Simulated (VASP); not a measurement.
# Eu (Fd-3m) in VASP: single point with LDA

Aim: the single point of Eu with LDA.

Program: VASP 6.6.1. These are calculated values, not measurements. Logs are shortened: lines on timing, memory, paths and dates and some standing lists are left out, and cuts for length are marked.

### 1 The cell of the first run

The structure is cubic, space group Fd-3m (No. 227). Conventional cell: a = 5.360 Å, b = 5.360 Å, c = 5.360 Å, α = 90.00°, β = 90.00°, γ = 90.00°. Within 3.1 Å of Eu (site symmetry -43m) lie 4 Eu at 2.32 Å.

This isn't the form of Eu at room conditions, which is bcc.

### 2 Single point, LDA

File INCAR:

```
SYSTEM = Eu
ALGO = Normal
EDIFF = 1E-6
ENCUT = 600
GGA = CA
GGA_COMPAT = .False.
ISIF = 2
ISMEAR = -1
LASPH = .True.
LCHARG = .False.
LMAXMIX = 6
LREAL = .False.
LWAVE = .False.
NBANDS = 24
NELM = 200
PREC = Accurate
SIGMA = 0.05
```

File KPOINTS:

```
k-points
0
Gamma
  8 8 8
  0 0 0
```

File POSCAR:

```
Eu
1.0
    0.0000000000      2.6800415046      2.6800415046
    2.6800415046      0.0000000000      2.6800415046
    2.6800415046      2.6800415046      0.0000000000
Eu
2
Direct
    0.0000000000      0.0000000000      0.0000000000
    0.2500000000      0.2500000000      0.2500000000
```

Potentials or basis: VASP PAW PBE potentials, release 64 (Eu).

Run with:

```bash
$ cat potpaw_PBE.64/Eu/POTCAR > POTCAR
$ mpirun -np 1 vasp_std > vasp.out
```

OUTCAR:

```text
SYSTEM = Eu
   EDIFF = 1E-6
   ENCUT = 600
   GGA = CA
   ISIF = 2
   ISMEAR = -1
   LASPH = .True.
   LREAL = .False.
   NELM = 200
   PREC = Accurate

 ion  position               nearest neighbor table
   1  0.000  0.000  0.000-   2 2.32   2 2.32   2 2.32   2 2.32
   2  0.250  0.250  0.250-   1 2.32   1 2.32   1 2.32   1 2.32

  LATTYP: Found a face centered cubic cell.
 ALAT       =     5.3600830092

  Lattice vectors:

 A1 = (   0.0000000000,   2.6800415046,   2.6800415046)
 A2 = (   2.6800415046,   0.0000000000,   2.6800415046)
 A3 = (   2.6800415046,   2.6800415046,   0.0000000000)

Analysis of symmetry for initial positions (statically):
=====================================================================
 Subroutine PRICEL returns:
 Original cell was already a primitive cell.

 Routine SETGRP: Setting up the symmetry group for a
 face centered cubic supercell.

 Subroutine GETGRP returns: Found 48 space group operations
 (whereof 24 operations were pure point group operations)
 out of a pool of 48 trial point group operations.

The static configuration has the point symmetry T_d .
 The point group associated with its full space group is O_h .

Analysis of symmetry for dynamics (positions and initial velocities):
=====================================================================
 Subroutine PRICEL returns:
 Original cell was already a primitive cell.

 Routine SETGRP: Setting up the symmetry group for a
 face centered cubic supercell.

 Subroutine GETGRP returns: Found 48 space group operations
 (whereof 24 operations were pure point group operations)
 out of a pool of 48 trial point group operations.

The dynamic configuration has the point symmetry T_d .
 The point group associated with its full space group is O_h .

 Subroutine INISYM returns: Found 48 space group operations
 (whereof 24 operations are pure point group operations),
 and found     1 'primitive' translations

----------------------------------------------------------------------------------------

                                     Primitive cell

  volume of cell :      38.4995

  direct lattice vectors                    reciprocal lattice vectors
     0.000000000  2.680041505  2.680041505    -0.186564275  0.186564275  0.186564275
     2.680041505  0.000000000  2.680041505     0.186564275 -0.186564275  0.186564275
     2.680041505  2.680041505  0.000000000     0.186564275  0.186564275 -0.186564275

  length of vectors
     3.790151044  3.790151044  3.790151044     0.323138803  0.323138803  0.323138803
[... 78 lines left out ...]
   LASPH  =      T    aspherical Exc in radial PAW
   ENCUT  =  600.0 eV  44.10 Ry    6.64 a.u.   7.57  7.57  7.57*2*pi/ulx,y,z
   NELM   =    200;   NELMIN=  2; NELMDL= -5     # of ELM steps
   EDIFF  = 0.1E-05   stopping-criterion for ELM
   LREAL  =      F    real-space projection
   EDIFFG = 0.1E-04   stopping-criterion for IOM
   NSW    =      0    number of steps for IOM
   IBRION =     -1    ionic relax: 0-MD 1-quasi-New 2-CG
   NFREE  =      0    steps in history (QN), initial steepest desc. (CG)
   ISIF   =      2    stress and relaxation
   ISYM   =      2    0-nonsym 1-usesym 2-fastsym
   POTIM  = 0.5000    time-step for ionic-motion
   TEBEG  =    0.0;   TEEND  =   0.0 temperature during run
   PSTRESS=    0.0 pullay stress
   NELECT =      34.0000    total number of electrons
   NUPDOWN=      -1.0000    fix difference up-down
   EMIN   =  10.00;   EMAX   =-10.00  energy-range for DOS
   EFERMI =   0.00;   METHOD = LEGACY
   ISMEAR =    -1;   SIGMA  =   0.05  broadening in eV -4-tet -1-fermi 0-gaus
   EFERMI_NEDOS =   21; number of points for ismear=-14 and -15
   IALGO  =     38    algorithm
   IMIX   =      4    mixing-type and parameters
     AMIX     =   0.40;   BMIX     =  1.00
     AMIX_MAG =   1.60;   BMIX_MAG =  1.00
  volume/ion in A,a.u.               =      19.25       129.90
  Fermi-wavevector in a.u.,A,eV,Ry     =   1.570663  2.968122 33.565322  2.466982
  Thomas-Fermi vector in A             =   2.672363
   LORBIT       =      0    0 simple, 1 ext, 2 COOP (PROOUT), +10 PAW based schemes
   GGA     = CA    functional components
   LHFCALC =     F    Hartree Fock is set to
   AEXX    =    0.0000 exact exchange contribution
   IVDW    =     0    specifies the selected vdW correction
   LEPSILON=     F    determine dielectric tensor
   LRPA    =     F    only Hartree local field effects (RPA)
 non-spin polarized calculation
  energy-cutoff  :      600.00
  volume of cell :       38.50
 maximum number of plane-waves:      1304
   NGX = 15   NGY = 15   NGZ = 15

 number of electron      34.0000005 magnetization

 Free energy of the ion-electron system (eV)
  ---------------------------------------------------
  ext. energy  EPLUGINS =         0.00000000
  ---------------------------------------------------
  free energy    TOTEN  =       -12.58259602 eV

  energy without entropy =      -12.47345117  energy(sigma->0) =      -12.52802359

 E-fermi :   4.6118     XC(G=0): -12.7070

 val. band max:        4.6105660048   @ k =   0.3750   0.2500   0.1250
 cond. band min:       4.6196034768   @ k =   0.5000   0.2500   0.1250
 fundamental gap:      0.0090374720
 Fermi energy:         4.6118013660

 k-point     1 :       0.0000    0.0000    0.0000
  band No.  band energies     occupation
      1     -37.7750      2.00000
      2     -33.3336      2.00000
      3     -17.0484      2.00000
      4     -17.0484      2.00000
      5     -17.0484      2.00000
      6     -13.0012      2.00000
[... 637 lines left out ...]
     23       5.3571      0.00000
     24       5.3951      0.00000

 [... further k-points ...]

------------------------ aborting loop because EDIFF is reached ----------------------------------------

  FORCE on cell =-STRESS in cart. coord.  units (eV):
  Direction    XX          YY          ZZ          XY          YZ          ZX
  --------------------------------------------------------------------------------------
  -------------------------------------------------------------------------------------
  Total        0.2598704      0.2598704      0.2598704      0.0000000     -0.0000000     -0.0000000
  in kB       10.8146597     10.8146597     10.8146597      0.0000000     -0.0000000     -0.0000000
  external PRESSURE =      10.8146597 kB  Pullay stress =       0.0000000 kB

 VOLUME and BASIS-vectors are now :
 -----------------------------------------------------------------------------
  energy-cutoff  :      600.00
  volume of cell :       38.50
      direct lattice vectors                 reciprocal lattice vectors
     0.000000000  2.680041505  2.680041505    -0.186564275  0.186564275  0.186564275
     2.680041505  0.000000000  2.680041505     0.186564275 -0.186564275  0.186564275
     2.680041505  2.680041505  0.000000000     0.186564275  0.186564275 -0.186564275

 POSITION                                       TOTAL-FORCE (eV/Angst)
 -----------------------------------------------------------------------------------
      0.00000      0.00000      0.00000        -0.000000     -0.000000     -0.000000
      1.34002      1.34002      1.34002         0.000000      0.000000      0.000000
 -----------------------------------------------------------------------------------
    total drift:                                0.000000     -0.000000      0.000000

  FREE ENERGIE OF THE ION-ELECTRON SYSTEM (eV)
  ---------------------------------------------------
  free  energy   TOTEN  =       -12.5825960161 eV

  energy  without entropy=      -12.4734511686  energy(sigma->0) =      -12.52802359
```

OSZICAR:

```text
N       E                     dE             d eps       ncg     rms          rms(c)
DAV:   1     0.252097044948E+03    0.25210E+03   -0.12421E+04  1832   0.733E+03
[... 17 lines left out ...]
DAV:  19    -0.125834150355E+02    0.20832E-02   -0.32189E-03  2360   0.151E+00    0.977E+00
DAV:  20    -0.125826020681E+02    0.81297E-03   -0.29211E-03  2408   0.136E+00    0.229E+00
DAV:  21    -0.125825793601E+02    0.22708E-04   -0.95830E-04  2768   0.547E-01    0.346E-01
DAV:  22    -0.125825923530E+02   -0.12993E-04   -0.15184E-04  2144   0.530E-02    0.354E-01
DAV:  23    -0.125825954916E+02   -0.31386E-05   -0.52705E-05  2240   0.723E-02    0.115E-01
DAV:  24    -0.125825960408E+02   -0.54922E-06   -0.11313E-05  1856   0.474E-02    0.536E-02
DAV:  25    -0.125825960161E+02    0.24671E-07   -0.97961E-07  1128   0.141E-02
   1 F= -.12582596E+02 E0= -.12528024E+02  d E =-.109145E+00
```

stdout:

```text
POSCAR found type information on POSCAR Eu
 POSCAR found :  1 types and       2 ions
 scaLAPACK will be used
 -----------------------------------------------------------------------------
|                                                                             |
|                                                                             |
|     You enforced a specific xc type in the INCAR file but a different       |
|     I HOPE YOU KNOW WHAT YOU ARE DOING!                                     |
|                                                                             |
 -----------------------------------------------------------------------------

 LDA part: xc-table for (Slater(with rela. corr.)+CA(PZ))
 , standard interpolation
 POSCAR, INCAR and KPOINTS ok, starting setup
 FFT: planning ... GRIDC
 FFT: planning ... GRID_SOFT
 FFT: planning ... GRID
 WAVECAR not read
 entering main loop
```

Wall time 1.7 min (1 thread of Intel Xeon 8259CL, shared host); peak memory 0.18 GiB.

What came out:

```
Free energy            : -12.5826 eV
Pressure               : 1.1 GPa
Band gap on the k mesh : zero (bands 17 and 18 overlap by 0.46 eV)
```

Caveat: the PAW data sets were made with another functional, which shifts forces and pressure a little; spin-orbit coupling is left out, which moves the levels of the heavy elements; semilocal functionals describe open f shells poorly, which spoils levels, moments and volumes.
